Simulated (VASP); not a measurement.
Nb, 1 atom in the cell. The structure is cubic, space group Fm-3m (No. 225). Conventional cell: a = 3.975 Å, b = 3.975 Å, c = 3.975 Å, α = 90.00°, β = 90.00°, γ = 90.00°. Nb (site symmetry m-3m) has 12 Nb at 2.81 Å within 3.7 Å. This isn't the form of Nb at room conditions, which is bcc.

| Item | Value |
| --- | --- |
| Program | VASP 6.6.1 |
| Task | single point |
| Functional | r2SCAN |
| Potentials or basis | VASP PAW PBE potentials, release 64 (Nb_sv) |
| Cutoff | 550 eV |
| k mesh | 7 × 7 × 7 |
| Occupations | methfessel-paxton, width 0.05 eV |
| Spin | no spin polarisation |
| Dipole correction | no |
| Further INCAR settings | ALGO = Normal; EDIFF = 1e-06; NBANDS = 12 |

Potentials or basis: VASP PAW PBE potentials, release 64 (Nb_sv).

Command:

```sh
$ cat potpaw_PBE.64/Nb_sv/POTCAR > POTCAR
$ cp INCAR.step1 INCAR
$ mpirun -np 1 vasp_std > vasp.out
$ cp INCAR.step2 INCAR
$ mpirun -np 1 vasp_std > vasp.out
```

Hardware: 1 thread of Intel(R) Xeon(R) 6975P-C (Granite Rapids), on a shared host.

**Question.** Estimate the wall time of this run.

**Answer.** Wall time 11 s on 1 thread of Intel(R) Xeon(R) 6975P-C (Granite Rapids) (shared host), peak memory 0.14 GiB. Counts: k points 20.
